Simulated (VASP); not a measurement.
# SiC (Moissanite): relaxation of cell and atoms with PBE

SiC (Moissanite):

```
CELL_PARAMETERS angstrom
3.07600 0.00000 0.00000
-1.53800 2.66389 0.00000
0.00000 0.00000 5.04800
ATOMIC_POSITIONS crystal
Si 0.33333 0.66667 0.00000
Si 0.66667 0.33333 0.50000
C 0.33333 0.66667 0.38500
C 0.66667 0.33333 0.88500
```

```yaml
Program: VASP 6.6.1
Task: relaxation of cell and atoms
Functional: PBE
Potentials_or_basis: VASP PAW PBE potentials, release 64 (Si, C)
Cutoff: 600 eV
k_mesh: 8 × 8 × 5
Occupations: gaussian, width 0.01 eV
Spin: no spin polarisation
Dipole_correction: no
Further_INCAR_settings: ALGO = Normal; EDIFF = 1e-07; IBRION = 2; EDIFFG = -0.03; NSW = 80; ISIF = 3
```

* Relaxed volume: 10.49 Å³/atom
* Relaxed cell: a = 3.090 Å, b = 3.090 Å, c = 5.075 Å, α = 90.00°, β = 90.00°, γ = 120.00°
* Space group after relaxing (to 0.05 Å): P6_3mc (No. 186)
* Energy gained by relaxing: 10.5 meV/atom
* Ionic steps: 4
* Pressure after relaxing: 0.1 GPa
* Largest force after relaxing: 0.025 eV/Å
* Band gap on the k mesh: 2.53 eV, indirect (least direct gap 3.95 eV)

Forces in eV/Å, atoms in the order of the input:
```
Si   0.000  0.000 -0.025
Si   0.000  0.000 -0.025
C    0.000  0.000  0.025
C    0.000  0.000  0.025
```

Stress tensor (GPa, compression positive):
```
 0.14  0.00  0.00
 0.00  0.14  0.00
 0.00  0.00 -0.11
```

Step by step:
| step | energy change (eV) | largest force (eV/Å) | pressure (GPa) | volume (Å³) |
| --- | --- | --- | --- | --- |
| 1 | 0.0000 | 0.7519 | 3.50 | 41.36 |
| 2 | -0.0031 | 0.6268 | -3.42 | 42.73 |
| 3 | -0.0391 | 0.0836 | -0.45 | 42.06 |
| 4 | -0.0421 | 0.0252 | 0.06 | 41.97 |

Final structure:
```xyz
4
Lattice="3.0900 0.0000 0.0000 -1.5450 2.6760 0.0000 0.0000 0.0000 5.0751" Properties=species:S:1:pos:R:3 pbc="T T T"
Si    0.0000    1.7840    0.0242
Si    1.5450    0.8920    2.5617
C     0.0000    1.7840    1.9298
C     1.5450    0.8920    4.4673
```

Levels at points of the mesh, in eV from the valence-band top:
```csv
k point,band 4,band 5,band 6,band 7,band 8,band 9,band 10,band 11,band 12
"(0.00, 0.00, 0.00)",-1.31,-1.31,-0.13,0.00,0.00,4.69,6.04,6.58,6.58
"(0.50, 0.00, 0.00)",-6.26,-5.39,-3.29,-3.26,-1.19,2.75,4.20,6.76,7.06
```

Run time: 85 s on 1 thread of Intel Xeon 8259CL (shared host), peak memory 0.18 GiB.

A k mesh can miss the band edges. PBE usually gives volumes a little too large and moduli too small.
